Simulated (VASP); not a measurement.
# NbH2 (Fm-3m) in VASP: a series of runs, part 2 of 3

VASP 6.6.1.

### Step 3. Vibrations by perturbation theory, LDA (7.43 Å³/atom)

This run uses another cell than the first one, of 7.43 Å³/atom.

File INCAR:

```
SYSTEM = NbH2
PREC = Accurate
ENCUT = 520
EDIFF = 1E-8
ISMEAR = -1
SIGMA = 0.15
LREAL = .False.
LASPH = .True.
NELM = 80
ALGO = Normal
ISIF = 2
LWAVE = .False.
LCHARG = .False.
NBANDS = 14
IBRION = 8
NSW = 1
```

File KPOINTS:

```
Automatic mesh
0
Gamma
  16 16 16
  0 0 0
```

File POSCAR:

```
NbH2
1.0
    0.0000000000      2.2338529138      2.2338529138
    2.2338529138      0.0000000000      2.2338529138
    2.2338529138      2.2338529138      0.0000000000
Nb H
1 2
Direct
    0.0000000000      0.0000000000      0.0000000000
    0.2500000000      0.2500000000      0.2500000000
    0.7500000000      0.7500000000      0.7500000000
```

Potentials or basis: VASP PAW LDA potentials, release 64 (Nb_sv, H).

Started as:

```sh
$ cat potpaw_LDA.64/Nb_sv/POTCAR potpaw_LDA.64/H/POTCAR > POTCAR
$ mpirun -np 1 vasp_std > vasp.out
```

OUTCAR:

```text
SYSTEM = NbH2
   PREC = Accurate
   ENCUT = 520
   EDIFF = 1E-8
   ISMEAR = -1
   LREAL = .False.
   LASPH = .True.
   NELM = 80
   ISIF = 2
   IBRION = 8
   NSW = 1

 ion  position               nearest neighbor table
   1  0.000  0.000  0.000-   3 1.93   3 1.93   3 1.93   2 1.93   3 1.93   2 1.93   2 1.93   2 1.93

   2  0.250  0.250  0.250-   1 1.93   1 1.93   1 1.93   1 1.93
   3  0.750  0.750  0.750-   1 1.93   1 1.93   1 1.93   1 1.93

  LATTYP: Found a face centered cubic cell.
 ALAT       =     4.4677058276

  Lattice vectors:

 A1 = (   0.0000000000,   2.2338529138,   2.2338529138)
 A2 = (   2.2338529138,   0.0000000000,   2.2338529138)
 A3 = (   2.2338529138,   2.2338529138,   0.0000000000)

Analysis of symmetry for initial positions (statically):
=====================================================================
 Subroutine PRICEL returns:
 Original cell was already a primitive cell.

 Routine SETGRP: Setting up the symmetry group for a
 face centered cubic supercell.

 Subroutine GETGRP returns: Found 48 space group operations
 (whereof 48 operations were pure point group operations)
 out of a pool of 48 trial point group operations.

The static configuration has the point symmetry O_h .

Analysis of symmetry for dynamics (positions and initial velocities):
=====================================================================
 Subroutine PRICEL returns:
 Original cell was already a primitive cell.

 Routine SETGRP: Setting up the symmetry group for a
 face centered cubic supercell.

 Subroutine GETGRP returns: Found 48 space group operations
 (whereof 48 operations were pure point group operations)
 out of a pool of 48 trial point group operations.

The dynamic configuration has the point symmetry O_h .

 Subroutine INISYM returns: Found 48 space group operations
 (whereof 48 operations are pure point group operations),
 and found     1 'primitive' translations

----------------------------------------------------------------------------------------

                                     Primitive cell

  volume of cell :      22.2943

  direct lattice vectors                    reciprocal lattice vectors
     0.000000000  2.233852914  2.233852914    -0.223828524  0.223828524  0.223828524
     2.233852914  0.000000000  2.233852914     0.223828524 -0.223828524  0.223828524
     2.233852914  2.233852914  0.000000000     0.223828524  0.223828524 -0.223828524

  length of vectors
     3.159145087  3.159145087  3.159145087     0.387682375  0.387682375  0.387682375

  position of ions in fractional coordinates (direct lattice)
     0.000000000  0.000000000  0.000000000
     0.250000000  0.250000000  0.250000000
     0.750000000  0.750000000  0.750000000

[... 536 lines left out ...]
     11      11.9479      0.00019
     12      21.4354      0.00000
     13      24.4492      0.00000
     14      24.9835      0.00000

 [... further k-points ...]
[... 5 lines left out ...]
  --------------------------------------------------------------------------------------
  -------------------------------------------------------------------------------------
  Total        0.5536914      0.5536914      0.5536914      0.0000000     -0.0000000      0.0000000
  in kB       39.7909837     39.7909837     39.7909837      0.0000000     -0.0000000      0.0000000
  external PRESSURE =      39.7909837 kB  Pullay stress =       0.0000000 kB

 VOLUME and BASIS-vectors are now :
 -----------------------------------------------------------------------------
  energy-cutoff  :      520.00
  volume of cell :       22.29
      direct lattice vectors                 reciprocal lattice vectors
     0.000000000  2.233852914  2.233852914    -0.223828524  0.223828524  0.223828524
     2.233852914  0.000000000  2.233852914     0.223828524 -0.223828524  0.223828524
     2.233852914  2.233852914  0.000000000     0.223828524  0.223828524 -0.223828524

 POSITION                                       TOTAL-FORCE (eV/Angst)
 -----------------------------------------------------------------------------------
      0.00000      0.00000      0.00000        -0.000000      0.000000     -0.000000
      1.11693      1.11693      1.11693         0.000000     -0.000000     -0.000000
      3.35078      3.35078      3.35078        -0.000000     -0.000000      0.000000
 -----------------------------------------------------------------------------------
    total drift:                               -0.000000      0.000000      0.000000

  FREE ENERGIE OF THE ION-ELECTRON SYSTEM (eV)
  ---------------------------------------------------
  free  energy   TOTEN  =       -19.3133224544 eV

  energy  without entropy=      -19.2411200701  energy(sigma->0) =      -19.27722126

[... ionic steps 2 to 3 ...]

--------------------------------------- Ionic step        4  -------------------------------------------

------------------------ aborting loop because EDIFF is reached ----------------------------------------

[... ionic steps 5 to 6 ...]

--------------------------------------- Ionic step        7  -------------------------------------------

 Free energy of the ion-electron system (eV)
  ---------------------------------------------------
  ---------------------------------------------------
  free energy    TOTEN  =        -0.01701936 eV

  energy without entropy =       -0.01701936

------------------------ aborting loop because EDIFF is reached ----------------------------------------

 INTERNAL STRAIN TENSOR  FOR ION    2  DIRECTION 1   (eV/Angst):
 -----------------------------------------------------------------------------
    -0.00155  0.00000  0.00000
     0.00000  0.00056 -5.78847
     0.00000 -5.78847  0.00056

 INTERNAL STRAIN TENSOR FOR ION    3 for displacements in x,y,z  (eV/Angst):
          X           Y           Z          XY          YZ          ZX
  --------------------------------------------------------------------------------
  x     0.00000     0.00000     0.00000     0.00000     5.78847     0.00000
  y     0.00000     0.00000     0.00000     0.00000     0.00000     5.78847
  z     0.00000     0.00000     0.00000     5.78847     0.00000     0.00000

 SECOND DERIVATIVES (NOT SYMMETRIZED)
 ------------------------------------
               1X          1Y          1Z          2X          2Y          2Z          3X          3Y          3Z
  1X   -10.025469    0.000000    0.000000    5.012734    0.000000    0.000000    5.012734    0.000000    0.000000
  1Y     0.000000  -10.025469    0.000000    0.000000    5.012734    0.000000    0.000000    5.012734    0.000000
  1Z     0.000000    0.000000  -10.025469    0.000000    0.000000    5.012734    0.000000    0.000000    5.012734
  2X     4.948825    0.000000    0.000000   -5.822457    0.000000    0.000000    0.873632    0.000000    0.000000
  2Y     0.000000    4.948825    0.000000    0.000000   -5.822457    0.000000    0.000000    0.873632    0.000000
  2Z     0.000000    0.000000    4.948825    0.000000    0.000000   -5.822457    0.000000    0.000000    0.873632
  3X     4.948825    0.000000    0.000000    0.873632    0.000000    0.000000   -5.822457    0.000000    0.000000
  3Y     0.000000    4.948825    0.000000    0.000000    0.873632    0.000000    0.000000   -5.822457    0.000000
  3Z     0.000000    0.000000    4.948825    0.000000    0.000000    0.873632    0.000000    0.000000   -5.822457

 Eigenvectors and eigenvalues of the dynamical matrix
 ----------------------------------------------------

   1 f  =   40.453988 THz   254.179902 2PiTHz 1349.399785 cm-1   167.304175 meV
             X         Y         Z           dx          dy          dz
      0.000000  0.000000  0.000000     0.000000    0.000000    0.000000
      1.116926  1.116926  1.116926     0.490856    0.508980   -0.000000
      3.350779  3.350779  3.350779    -0.490856   -0.508980    0.000000
[... 43 lines left out ...]
   9 f/i=    0.032594 THz     0.204794 2PiTHz    1.087217 cm-1     0.134798 meV
             X         Y         Z           dx          dy          dz
      0.000000  0.000000  0.000000     0.004038    0.003831   -0.989257
      1.116926  1.116926  1.116926     0.000422    0.000400   -0.103293
      3.350779  3.350779  3.350779     0.000422    0.000400   -0.103293

--------------------------------------------------------------------------------------------------------

 ELASTIC MODULI CONTR FROM IONIC RELAXATION (kBar)
 Direction    XX          YY          ZZ          XY          YZ          ZX
 --------------------------------------------------------------------------------
 XX          -0.0000     -0.0000     -0.0000     -0.0000     -0.0000     -0.0000
 YY          -0.0000     -0.0000     -0.0000     -0.0000     -0.0000     -0.0000
 ZZ          -0.0000     -0.0000     -0.0000     -0.0000     -0.0000     -0.0000
 XY          -0.0000     -0.0000     -0.0000   -719.2068     -0.0000     -0.0000
 YZ          -0.0000     -0.0000     -0.0000     -0.0000   -719.2068      0.0000
 ZX          -0.0000     -0.0000     -0.0000     -0.0000      0.0000   -719.2068
 --------------------------------------------------------------------------------
```

stdout:

```text
POSCAR found type information on POSCAR NbH
 POSCAR found :  2 types and       3 ions
 scaLAPACK will be used
 LDA part: xc-table for (Slater(with rela. corr.)+CA(PZ))
 , standard interpolation
 POSCAR, INCAR and KPOINTS ok, starting setup
 FFT: planning ... GRIDC
 FFT: planning ... GRID_SOFT
 FFT: planning ... GRID
 WAVECAR not read
 entering main loop
 Linear response reoptimize wavefunctions to high precision
 Linear response DOF=           2
 Linear response progress:
 first order change of Fermi-energy   0.70924E-03
 force on displaced ion       1 direction 1 : -10.025   0.000   0.000
 Linear response progress:
 first order change of Fermi-energy  -0.43904E-04
 force on displaced ion       2 direction 1 :  -5.822   0.000   0.000
 Linear response finished
```

Wall time 9.3 min (1 thread of Intel Xeon 8259CL, shared host); peak memory 0.49 GiB.

What came out:

```
Highest phonon frequency at Γ : 1349 cm⁻¹
```

Phonon frequencies in cm⁻¹ (negative: imaginary):
| q point | frequencies |
| --- | --- |
| (0.000, 0.000, 0.000) | -1 -1 -1 1173 1173 1173 1349 1349 1349 |

Caveat: the cell stands under pressure or tension, which shifts response properties.

[end of part 2 of 3]
